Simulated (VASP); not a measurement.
# PbSe (zincblende type) (Imm2) in VASP: notebook

The runs below take PbSe (zincblende type) through electric field gradients, with PBE.

Everything below comes from runs of VASP 6.6.1. Logs are shortened: lines on timing, memory, paths and dates and some standing lists are left out, and cuts for length are marked.

**1. The cell of the first run**

Symmetry: Imm2, No. 44, orthorhombic system. Conventional cell: a = 4.880 Å, b = 4.880 Å, c = 6.901 Å, α = 90.00°, β = 90.00°, γ = 90.00°. Pb (site symmetry mm2) has 4 Se at 2.94 to 3.03 Å within 3.9 Å. Within 3.9 Å of Se (site symmetry mm2) lie 4 Pb at 2.94 to 3.03 Å.

**2. Electric field gradients, PBE (atom 1 (Pb) moved by [0.08, 0.0, 0.0] A)**

Input file INCAR:

```
SYSTEM = PbSe
ALGO = Normal
EDIFF = 1E-8
ENCUT = 520
GGA = PE
ISIF = 2
ISMEAR = -1
LASPH = .TRUE.
LCHARG = .FALSE.
LEFG = .TRUE.
LREAL = .FALSE.
LWAVE = .FALSE.
NBANDS = 17
NELM = 80
PREC = Accurate
SIGMA = 0.08
```

Input file KPOINTS:

```
k-points
0
G
  11 11 11
  0 0 0
```

Input file POSCAR:

```
PbSe
1.0
    0.0000000000      3.4503592439      3.4503592439
    3.4503592439      0.0000000000      3.4503592439
    3.4503592439      3.4503592439      0.0000000000
Pb Se
1 1
Direct
   -0.0115929957      0.0115929957      0.0115929957
    0.2500000000      0.2500000000      0.2500000000
```

Potentials or basis: VASP PAW PBE potentials, release 64 (Pb_d, Se).

Started as:

```bash
$ cat potpaw_PBE.64/Pb_d/POTCAR potpaw_PBE.64/Se/POTCAR > POTCAR
$ mpirun -np 1 vasp_std > vasp.out
```

OUTCAR:

```text
SYSTEM = PbSe
   EDIFF = 1E-8
   ENCUT = 520
   GGA = PE
   ISIF = 2
   ISMEAR = -1
   LASPH = .TRUE.
   LREAL = .FALSE.
   NELM = 80
   PREC = Accurate

 ion  position               nearest neighbor table
   1  0.988  0.012  0.012-   2 2.94   2 2.94   2 3.03   2 3.03
   2  0.250  0.250  0.250-   1 2.94   1 2.94   1 3.03   1 3.03

  LATTYP: Found a face centered cubic cell.
 ALAT       =     6.9007184878

  Lattice vectors:

 A1 = (   0.0000000000,   3.4503592439,   3.4503592439)
 A2 = (   3.4503592439,   0.0000000000,   3.4503592439)
 A3 = (   3.4503592439,   3.4503592439,   0.0000000000)

Analysis of symmetry for initial positions (statically):
=====================================================================
 Subroutine PRICEL returns:
 Original cell was already a primitive cell.

 Routine SETGRP: Setting up the symmetry group for a
 face centered cubic supercell.

 Subroutine GETGRP returns: Found  4 space group operations
 (whereof  4 operations were pure point group operations)
 out of a pool of 48 trial point group operations.

The static configuration has the point symmetry C_2v.

Analysis of symmetry for dynamics (positions and initial velocities):
=====================================================================
 Subroutine PRICEL returns:
 Original cell was already a primitive cell.

 Routine SETGRP: Setting up the symmetry group for a
 face centered cubic supercell.

 Subroutine GETGRP returns: Found  4 space group operations
 (whereof  4 operations were pure point group operations)
 out of a pool of 48 trial point group operations.

The dynamic configuration has the point symmetry C_2v.

 Subroutine INISYM returns: Found  4 space group operations
 (whereof  4 operations are pure point group operations),
 and found     1 'primitive' translations

----------------------------------------------------------------------------------------

                                     Primitive cell

  volume of cell :      82.1529

  direct lattice vectors                    reciprocal lattice vectors
     0.000000000  3.450359244  3.450359244    -0.144912447  0.144912447  0.144912447
     3.450359244  0.000000000  3.450359244     0.144912447 -0.144912447  0.144912447
     3.450359244  3.450359244  0.000000000     0.144912447  0.144912447 -0.144912447

  length of vectors
     4.879544838  4.879544838  4.879544838     0.250995720  0.250995720  0.250995720

  position of ions in fractional coordinates (direct lattice)
     0.988407004  0.011592996  0.011592996
     0.250000000  0.250000000  0.250000000

  ion indices of the primitive-cell ions
   primitive index   ion index
                 1           1
                 2           2

----------------------------------------------------------------------------------------

 KPOINTS: k-points

Automatic generation of k-mesh.
 Grid dimensions read from file:
 generate k-points for:   11   11   11

 Generating k-lattice:

  Cartesian coordinates                     Fractional coordinates (reciprocal lattice)
    -0.013173859  0.013173859  0.013173859     0.090909091  0.000000000  0.000000000
     0.013173859 -0.013173859  0.013173859     0.000000000  0.090909091  0.000000000
     0.013173859  0.013173859 -0.013173859     0.000000000  0.000000000  0.090909091

  Length of vectors
     0.022817793  0.022817793  0.022817793

  Shift w.r.t. Gamma in fractional coordinates (k-lattice)
     0.000000000  0.000000000  0.000000000

 Subroutine IBZKPT returns following result:
 ===========================================

 Found    216 irreducible k-points:

 Following reciprocal coordinates:
            Coordinates               Weight
  0.000000  0.000000  0.000000      1.000000
  0.090909  0.000000  0.000000      4.000000
  0.000000  0.090909  0.000000      4.000000
  0.181818  0.000000  0.000000      4.000000
  0.000000  0.181818  0.000000      4.000000
  0.272727  0.000000  0.000000      4.000000
[... 16 lines left out ...]
  0.000000  0.363636  0.090909      4.000000
  0.090909  0.000000  0.363636      8.000000
 [... further k-points ...]
   k-points           NKPTS =    216   k-points in BZ     NKDIM =    216   number of bands    NBANDS=     17
   number of dos      NEDOS =    301   number of ions     NIONS =      2
   total plane-waves  NPLWV =  46656
   dimension x,y,z NGX =    36 NGY =   36 NGZ =   36
   dimension x,y,z NGXF=    72 NGYF=   72 NGZF=   72
   ions per type =               1   1
   NGX,Y,Z   is equivalent  to a cutoff of  12.27, 12.27, 12.27 a.u.
   NGXF,Y,Z  is equivalent  to a cutoff of  24.53, 24.53, 24.53 a.u.
 SYSTEM =  PbSe
   PREC   = accura    normal or accurate (medium, high low for compatibility)
   ISTART =      0    job   : 0-new  1-cont  2-samecut
   ICHARG =      2    charge: 1-file 2-atom 10-const
   ISPIN  =      1    spin polarized calculation?
   LNONCOLLINEAR =      F non collinear calculations
   LSORBIT =      F    spin-orbit coupling
   LASPH  =      T    aspherical Exc in radial PAW
   ENCUT  =  520.0 eV  38.22 Ry    6.18 a.u.   9.07  9.07  9.07*2*pi/ulx,y,z
   NELM   =     80;   NELMIN=  2; NELMDL= -5     # of ELM steps
   EDIFF  = 0.1E-07   stopping-criterion for ELM
   LREAL  =      F    real-space projection
   EDIFFG = 0.1E-06   stopping-criterion for IOM
   NSW    =      0    number of steps for IOM
   IBRION =     -1    ionic relax: 0-MD 1-quasi-New 2-CG
   NFREE  =      0    steps in history (QN), initial steepest desc. (CG)
   ISIF   =      2    stress and relaxation
   ISYM   =      2    0-nonsym 1-usesym 2-fastsym
   POTIM  = 0.5000    time-step for ionic-motion
   TEBEG  =    0.0;   TEEND  =   0.0 temperature during run
   PSTRESS=    0.0 pullay stress
   NELECT =      20.0000    total number of electrons
   NUPDOWN=      -1.0000    fix difference up-down
   EMIN   =  10.00;   EMAX   =-10.00  energy-range for DOS
   EFERMI =   0.00;   METHOD = LEGACY
   ISMEAR =    -1;   SIGMA  =   0.08  broadening in eV -4-tet -1-fermi 0-gaus
   EFERMI_NEDOS =   21; number of points for ismear=-14 and -15
   IALGO  =     38    algorithm
   IMIX   =      4    mixing-type and parameters
     AMIX     =   0.40;   BMIX     =  1.00
     AMIX_MAG =   1.60;   BMIX_MAG =  1.00
  volume/ion in A,a.u.               =      41.08       277.20
  Fermi-wavevector in a.u.,A,eV,Ry     =   1.022219  1.931713 14.217152  1.044931
  Thomas-Fermi vector in A             =   2.155886
   LORBIT       =      0    0 simple, 1 ext, 2 COOP (PROOUT), +10 PAW based schemes
   GGA     = PE    functional components
   LHFCALC =     F    Hartree Fock is set to
   AEXX    =    0.0000 exact exchange contribution
   IVDW    =     0    specifies the selected vdW correction
   LEPSILON=     F    determine dielectric tensor
   LRPA    =     F    only Hartree local field effects (RPA)
 non-spin polarized calculation
  energy-cutoff  :      520.00
  volume of cell :       82.15
 maximum number of plane-waves:      2229
   NGX = 19   NGY = 19   NGZ = 19

 number of electron      19.9999999 magnetization

 Free energy of the ion-electron system (eV)
  ---------------------------------------------------
  ext. energy  EPLUGINS =         0.00000000
  ---------------------------------------------------
  free energy    TOTEN  =        -7.82991416 eV

  energy without entropy =       -7.82950776  energy(sigma->0) =       -7.82971096

 E-fermi :   2.5138     XC(G=0):  -7.6369

 val. band max:        2.1143825198   @ k =   0.2727  -0.2727  -0.4545
 cond. band min:       2.8289142364   @ k =   0.4545   0.4545   0.0000
 fundamental gap:      0.7145317166
 Fermi energy:         2.5137937506

 k-point     1 :       0.0000    0.0000    0.0000
  band No.  band energies     occupation
      1     -14.6521      2.00000
      2     -14.6518      2.00000
      3     -14.6446      2.00000
      4     -14.6211      2.00000
      5     -14.6191      2.00000
      6     -10.5123      2.00000
[... 9 lines left out ...]
     16      10.3543      0.00000
     17      11.0464      0.00000

 k-point     2 :       0.0909    0.0000    0.0000
  band No.  band energies     occupation
      1     -14.6521      2.00000
      2     -14.6514      2.00000
      3     -14.6456      2.00000
      4     -14.6211      2.00000
      5     -14.6187      2.00000
      6     -10.4735      2.00000
[... 9 lines left out ...]
     16       9.9692      0.00000
     17      10.9267      0.00000

 k-point     3 :       0.0000    0.0909    0.0000
  band No.  band energies     occupation
      1     -14.6539      2.00000
      2     -14.6508      2.00000
      3     -14.6439      2.00000
      4     -14.6210      2.00000
      5     -14.6193      2.00000
      6     -10.4763      2.00000
[... 9 lines left out ...]
     16       9.9947      0.00000
     17      10.8018      0.00000

 k-point     4 :       0.1818    0.0000    0.0000
  band No.  band energies     occupation
      1     -14.6548      2.00000
      2     -14.6497      2.00000
      3     -14.6467      2.00000
      4     -14.6209      2.00000
      5     -14.6177      2.00000
      6     -10.3642      2.00000
[... 9 lines left out ...]
     16       9.6025      0.00000
     17      10.5840      0.00000

 k-point     5 :       0.0000    0.1818    0.0000
  band No.  band energies     occupation
      1     -14.6585      2.00000
      2     -14.6486      2.00000
      3     -14.6422      2.00000
      4     -14.6208      2.00000
      5     -14.6198      2.00000
      6     -10.3756      2.00000
[... 9 lines left out ...]
     16       9.6656      0.00000
     17      10.4914      0.00000

 k-point     6 :       0.2727    0.0000    0.0000
  band No.  band energies     occupation
      1     -14.6600      2.00000
      2     -14.6477      2.00000
      3     -14.6465      2.00000
      4     -14.6205      2.00000
      5     -14.6160      2.00000
      6     -10.2077      2.00000
[... 9 lines left out ...]
     16       9.5787      0.00000
     17      10.7494      0.00000
[... 281 lines left out ...]
 k-point    21 :       0.1818   -0.0909   -0.0909
  band No.  band energies     occupation
      1     -14.6623      2.00000
      2     -14.6470      2.00000
      3     -14.6431      2.00000
      4     -14.6197      2.00000
      5     -14.6188      2.00000
      6     -10.2379      2.00000
[... 9 lines left out ...]
     16      10.0762      0.00000
     17      10.9835      0.00000

 k-point    22 :       0.3636    0.0909    0.0000
  band No.  band energies     occupation
      1     -14.6653      2.00000
      2     -14.6467      2.00000
      3     -14.6446      2.00000
      4     -14.6209      2.00000
      5     -14.6140      2.00000
      6     -10.0712      2.00000
[... 9 lines left out ...]
     16      10.1690      0.00000
     17      10.9883      0.00000

 k-point    23 :       0.0000    0.3636    0.0909
  band No.  band energies     occupation
      1     -14.6695      2.00000
      2     -14.6442      2.00000
      3     -14.6380      2.00000
      4     -14.6216      2.00000
      5     -14.6187      2.00000
      6     -10.1039      2.00000
[... 9 lines left out ...]
     16      10.2398      0.00000
     17      11.0807      0.00000

 k-point    24 :       0.0909    0.0000    0.3636
  band No.  band energies     occupation
      1     -14.6693      2.00000
      2     -14.6433      2.00000
      3     -14.6391      2.00000
      4     -14.6211      2.00000
      5     -14.6193      2.00000
      6     -10.1077      2.00000
[... 9 lines left out ...]
     16      10.3550      0.00000
     17      11.0450      0.00000

 [... further k-points ...]
[... 5 lines left out ...]
  --------------------------------------------------------------------------------------
  -------------------------------------------------------------------------------------
  Total       -0.0019712      0.0173503      0.0173503      0.0000000      0.2980617      0.0000000
  in kB       -0.0384425      0.3383718      0.3383718      0.0000000      5.8129133      0.0000000
  external PRESSURE =       0.2127671 kB  Pullay stress =       0.0000000 kB

 VOLUME and BASIS-vectors are now :
 -----------------------------------------------------------------------------
  energy-cutoff  :      520.00
  volume of cell :       82.15
      direct lattice vectors                 reciprocal lattice vectors
     0.000000000  3.450359244  3.450359244    -0.144912447  0.144912447  0.144912447
     3.450359244  0.000000000  3.450359244     0.144912447 -0.144912447  0.144912447
     3.450359244  3.450359244  0.000000000     0.144912447  0.144912447 -0.144912447

 POSITION                                       TOTAL-FORCE (eV/Angst)
 -----------------------------------------------------------------------------------
      0.08000      3.45036      3.45036        -0.232181      0.000000      0.000000
      1.72518      1.72518      1.72518         0.232181      0.000000      0.000000
 -----------------------------------------------------------------------------------
    total drift:                               -0.000282      0.000000      0.000000

  FREE ENERGIE OF THE ION-ELECTRON SYSTEM (eV)
  ---------------------------------------------------
  free  energy   TOTEN  =        -7.8299141616 eV

  energy  without entropy=       -7.8295077589  energy(sigma->0) =       -7.82971096

 Electric field gradients (V/A^2)
---------------------------------------------------------------------
 ion       V_xx      V_yy      V_zz      V_xy      V_xz      V_yz
---------------------------------------------------------------------
   1      -0.063     0.031     0.031     0.001     0.001   -61.755
   2      -0.228     0.114     0.114     0.000     0.000    10.881
---------------------------------------------------------------------

 Electric field gradients after diagonalization (V/A^2)
 (convention: |V_zz| > |V_xx| > |V_yy|)
----------------------------------------------------------------------
 ion       V_xx      V_yy      V_zz     asymmetry (V_yy - V_xx)/ V_zz
----------------------------------------------------------------------
   1     -61.724    -0.063    61.787       0.998
   2     -10.767    -0.228    10.995       0.958
----------------------------------------------------------------------

           NMR quadrupolar parameters

 Cq : quadrupolar parameter    Cq=e*Q*V_zz/h
 eta: asymmetry parameters     (V_yy - V_xx)/ V_zz
 Q  : nuclear electric quadrupole moment in mb (millibarn)
----------------------------------------------------------------------
 ion       Cq(MHz)       eta       Q (mb)
----------------------------------------------------------------------
   1       0.149       0.998       1.000
   2       0.027       0.958       1.000
----------------------------------------------------------------------
```

It took 2.1 min on 1 thread of Intel Xeon 6975P-C (Granite Rapids), shared host; peak memory 0.44 GiB.

What came out:

```
Free energy                             : -7.8299 eV
Pressure                                : 0.0 GPa
Largest force                           : 0.232 eV/Å
Band gap on the k mesh                  : 0.71 eV (least direct gap 1.19 eV)
Largest electric field gradient by atom : Pb +61.8; Se +11.0 V/Å²
```

Forces in eV/Å, atoms in the order of the input:
```
Pb  -0.232  0.000  0.000
Se   0.232  0.000  0.000
```

Electric field gradients, principal values (V/Å²):
```
atom   least   middle  greatest (by size)
1 Pb  -0.063  -61.724              61.787
2 Se  -0.228  -10.767              10.995
```

Caveat: the cell differs from its parent crystal (atom 1 (Pb) moved by [0.08, 0.0, 0.0] A); without QUAD_EFG the Cq values of the log hold for a quadrupole moment of 1 mb, not for the nuclei; spin-orbit coupling is left out, which moves the levels of the heavy elements; an odd mesh through Γ misses points on the zone boundary, where band edges can lie.

[end of part 1 of 2]
